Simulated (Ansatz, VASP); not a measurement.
Two plane-wave programs on In3GaAs4

```
CELL_PARAMETERS angstrom
4.24353 0.00000 0.00000
0.00000 4.24433 6.00411
0.00000 -4.24433 6.00411
ATOMIC_POSITIONS crystal
Ga 0.00000 0.99978 0.99978
In 0.50000 0.00082 0.49937
In 0.50000 0.49937 0.00082
In 0.00000 0.49933 0.49933
As 0.50000 0.11548 0.11548
As 0.00000 0.11976 0.64051
As 0.00000 0.64051 0.11976
As 0.50000 0.62495 0.62495
```

Alike in both runs: task single point; functional PBE; k mesh 6 × 4 × 4; occupations fermi-dirac, width 0.02 eV; no spin polarisation.

|  | VASP | Ansatz |
| --- | --- | --- |
| version | VASP 6.6.1 | Ansatz 0.2.0 |
| potentials or method | VASP PAW PBE potentials, release 64 (Ga_d, In_d, As) | plane waves, PAW |
| plane-wave cutoff (eV) | 520 | 420 |
| valence electrons in the cell | 72 | 112 |

VASP gave:

```
pressure (GPa)                     : 2.3
rms of the force components (eV/Å) : 0.017
```

Question: Which values does Ansatz return?

Answer: Pressure (GPa): 2.2; rms of the force components (eV/Å): 0.017.

Atom by atom the forces differ by 0.002 eV/Å (rms over components). With one functional, cell and mesh, what is left measures potentials, basis and numerics. VASP's potentials hold 72 valence electrons a cell and Ansatz's 112, so a difference there can come from the potentials and not from the codes.
